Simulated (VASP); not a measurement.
# Sb in VASP: single point with PBE+D3(BJ)

Aim: the single point of Sb with PBE+D3(BJ).

All numbers are computed with VASP 6.6.1; they aren't measurements. Logs are shortened: lines on timing, memory, paths and dates and some standing lists are left out, and cuts for length are marked.

**1. The cell of the first run**

The cell holds a slab with vacuum, 2 atoms: a = 4.096 Å, b = 4.096 Å, c = 26.870 Å, α = 90.00°, β = 90.00°, γ = 120.00°.

**2. Single point, PBE+D3(BJ)**

INCAR

```
SYSTEM = Sb
  PREC = Accurate
  ENCUT = 400
  EDIFF = 1E-6
  ISMEAR = 0
  SIGMA = 0.04
  LREAL = .FALSE.
  LASPH = .TRUE.
  NELM = 120
  ALGO = Normal
  ISIF = 2
  LWAVE = .FALSE.
  LCHARG = .FALSE.
  LDIPOL = .TRUE.
  IDIPOL = 3
  DIPOL = 0.5 0.5 0.296
  GGA = PE
  IVDW = 12
  NBANDS = 12
  GGA_COMPAT = .FALSE.
  NELMDL = -8
```

KPOINTS

```
regular mesh
0
G
  12 12 1
  0 0 0
```

POSCAR

```
Sb
1.0
    4.0960309279      0.0000000000      0.0000000000
   -2.0480154639      3.5472668382      0.0000000000
    0.0000000000      0.0000000000     26.8700000000
Sb
2
Direct
    0.3333333333      0.6666666667      0.2655209558
    0.6666666667      0.3333333333      0.3265988425
```

Potentials or basis: VASP PAW PBE potentials, release 64 (Sb).

On the command line:

```console
$ cat potpaw_PBE.64/Sb/POTCAR > POTCAR
$ mpirun -np 1 vasp_std > vasp.out
```

OUTCAR:

```text
SYSTEM = Sb
   PREC = Accurate
   ENCUT = 400
   EDIFF = 1E-6
   ISMEAR = 0
   LREAL = .FALSE.
   LASPH = .TRUE.
   NELM = 120
   ISIF = 2
   GGA = PE
   IVDW = 12
   NELMDL = -8
 IVDW          = 12

 ion  position               nearest neighbor table
   1  0.333  0.667  0.266-   2 2.88   2 2.88   2 2.88
   2  0.667  0.333  0.327-   1 2.88   1 2.88   1 2.88

  LATTYP: Found a hexagonal cell.
 ALAT       =     4.0960309279
 C/A-ratio  =     6.5600090607

  Lattice vectors:

 A1 = (   4.0960309279,   0.0000000000,   0.0000000000)
 A2 = (  -2.0480154639,   3.5472668382,   0.0000000000)
 A3 = (   0.0000000000,   0.0000000000,  26.8700000000)

Analysis of symmetry for initial positions (statically):
=====================================================================
 Subroutine PRICEL returns:
 Original cell was already a primitive cell.

 Routine SETGRP: Setting up the symmetry group for a
 hexagonal supercell.

 Subroutine GETGRP returns: Found 12 space group operations
 (whereof  6 operations were pure point group operations)
 out of a pool of 24 trial point group operations.

The static configuration has the point symmetry C_3v.
 The point group associated with its full space group is D_3d.

Analysis of symmetry for dynamics (positions and initial velocities):
=====================================================================
 Subroutine PRICEL returns:
 Original cell was already a primitive cell.

 Routine SETGRP: Setting up the symmetry group for a
 hexagonal supercell.

 Subroutine GETGRP returns: Found 12 space group operations
 (whereof  6 operations were pure point group operations)
 out of a pool of 24 trial point group operations.

The dynamic configuration has the point symmetry C_3v.
 The point group associated with its full space group is D_3d.

 Subroutine INISYM returns: Found 12 space group operations
 (whereof  6 operations are pure point group operations),
 and found     1 'primitive' translations

----------------------------------------------------------------------------------------

                                     Primitive cell

  volume of cell :     390.4134

  direct lattice vectors                    reciprocal lattice vectors
     4.096030928  0.000000000  0.000000000     0.244138782  0.140953591  0.000000000
    -2.048015464  3.547266838  0.000000000     0.000000000  0.281907183  0.000000000
     0.000000000  0.000000000 26.870000000     0.000000000  0.000000000  0.037216226

  length of vectors
     4.096030928  4.096030928 26.870000000     0.281907183  0.281907183  0.037216226

[... 94 lines left out ...]
     AMIX_MAG =   1.60;   BMIX_MAG =  1.00
  volume/ion in A,a.u.               =     195.21      1317.32
  Fermi-wavevector in a.u.,A,eV,Ry     =   0.482577  0.911938  3.168532  0.232881
  Thomas-Fermi vector in A             =   1.481280
   LORBIT       =      0    0 simple, 1 ext, 2 COOP (PROOUT), +10 PAW based schemes
   GGA     = PE    functional components
   LHFCALC =     F    Hartree Fock is set to
   AEXX    =    0.0000 exact exchange contribution
   IVDW    =    12    specifies the selected vdW correction
   LEPSILON=     F    determine dielectric tensor
   LRPA    =     F    only Hartree local field effects (RPA)
 non-spin polarized calculation
 Gauss-broadening in eV      SIGMA  =   0.04
  energy-cutoff  :      400.00
  volume of cell :      390.41
 maximum number of plane-waves:      7145
 NGX is ok and might be reduce to    28
   NGX = 13   NGY = 13   NGZ = 87

 number of electron      10.0000000 magnetization

 dipolmoment           0.000000      0.000000     -0.000026 electrons x Angstroem

 number of electron       9.9999998 magnetization

 dipolmoment           0.000000      0.000000      0.000001 electrons x Angstroem

 Free energy of the ion-electron system (eV)
  ---------------------------------------------------
  ext. energy  EPLUGINS =         0.00000000
  ---------------------------------------------------
  free energy    TOTEN  =        -8.10490219 eV

  energy without entropy =       -8.10490219  energy(sigma->0) =       -8.10490219

 E-fermi :  -2.8823     XC(G=0):  -2.0156

 val. band max:       -3.0487719155   @ k =   0.0000   0.0000   0.0000
 cond. band min:      -1.7916017023   @ k =   0.3333   0.0000   0.0000
 fundamental gap:      1.2571702132
 Fermi energy:        -2.8823377358

 k-point     1 :       0.0000    0.0000    0.0000
  band No.  band energies     occupation
      1     -14.4142      2.00000
      2      -9.3737      2.00000
      3      -3.6891      2.00000
      4      -3.0488      2.00000
      5      -3.0488      2.00000
      6      -1.4519      0.00000
      7      -0.2440      0.00000
      8      -0.2440      0.00000
      9       1.2205      0.00000
     10       1.4865      0.00000
     11       1.9356      0.00000
     12       2.2326      0.00000
[... 256 lines left out ...]
 k-point    19 :       0.3333    0.3333    0.0000
  band No.  band energies     occupation
      1     -11.5652      2.00000
      2     -11.5652      2.00000
      3      -6.6308      2.00000
      4      -4.8689      2.00000
      5      -4.8689      2.00000
      6      -1.5794      0.00000
      7       0.5361      0.00000
      8       0.5361      0.00000
      9       3.5432      0.00000
     10       4.2514      0.00000
     11       4.2514      0.00000
     12       4.7133      0.00000

------------------------ aborting loop because EDIFF is reached ----------------------------------------

 vacuum level on the upper side and lower side of the slab       (xc-potential included)        -0.007        -0.007

 Edisp (eV)   -0.46667

 E8    (eV) :    -0.2323

  FORCE on cell =-STRESS in cart. coord.  units (eV):
  Direction    XX          YY          ZZ          XY          YZ          ZX
  --------------------------------------------------------------------------------------
  -------------------------------------------------------------------------------------
  Total      -0.23020    -0.23020     0.12249    -0.00000    -0.00000     0.00000
  in kB      -0.94469    -0.94469     0.50266    -0.00000    -0.00000     0.00000
  external pressure =       -0.46 kB  Pullay stress =        0.00 kB

 VOLUME and BASIS-vectors are now :
 -----------------------------------------------------------------------------
  energy-cutoff  :      400.00
  volume of cell :      390.41
      direct lattice vectors                 reciprocal lattice vectors
     4.096030928  0.000000000  0.000000000     0.244138782  0.140953591  0.000000000
    -2.048015464  3.547266838  0.000000000     0.000000000  0.281907183  0.000000000
     0.000000000  0.000000000 26.870000000     0.000000000  0.000000000  0.037216226

 POSITION                                       TOTAL-FORCE (eV/Angst)
 -----------------------------------------------------------------------------------
     -0.00000      2.36484      7.13455        -0.000000     -0.000000     -0.078106
      2.04802      1.18242      8.77571         0.000000      0.000000      0.078106
 -----------------------------------------------------------------------------------
    total drift:                               -0.000000      0.000000      0.000003

  FREE ENERGIE OF THE ION-ELECTRON SYSTEM (eV)
  ---------------------------------------------------
  free  energy   TOTEN  =        -8.5715740466 eV

  energy  without entropy=       -8.5715740466  energy(sigma->0) =       -8.57157405

 vacuum level on the upper side and lower side of the slab         1.760         1.760
```

OSZICAR:

```text
N       E                     dE             d eps       ncg     rms          rms(c)
DAV:   1     0.483221188055E+02    0.48322E+02   -0.21825E+03   456   0.406E+02
DAV:   2    -0.367931761845E+01   -0.52001E+02   -0.46803E+02   680   0.803E+01
DAV:   3    -0.807919636161E+01   -0.43999E+01   -0.43855E+01   652   0.289E+01
[... 14 lines left out ...]
DAV:  18    -0.810488428030E+01   -0.26310E-04   -0.14811E-06   608   0.291E-03    0.548E-04
DAV:  19    -0.810489408636E+01   -0.98061E-05   -0.29270E-07   640   0.132E-03    0.383E-04
DAV:  20    -0.810489995139E+01   -0.58650E-05   -0.17097E-07   524   0.931E-04    0.211E-04
DAV:  21    -0.810490139507E+01   -0.14437E-05   -0.27993E-08   500   0.391E-04    0.949E-05
DAV:  22    -0.810490218780E+01   -0.79273E-06   -0.21192E-08   464   0.284E-04
   1 F= -.85715740E+01 E0= -.85715740E+01  d E =-.949139E-11
```

It took 55 s on 1 thread of AMD EPYC 9R45 (Zen 5), shared host; peak memory 0.33 GiB.

What came out:

- Free energy: -8.5716 eV
- Largest force: 0.078 eV/Å
- Band gap on the k mesh: 1.26 eV, indirect (least direct gap 1.60 eV)
- Dispersion energy per atom: -0.233 eV

Forces in eV/Å, atoms in the order of the input:
```
Sb   0.000  0.000 -0.078
Sb   0.000  0.000  0.078
```

Caveat: spin-orbit coupling is left out, which moves the levels of the heavy elements.
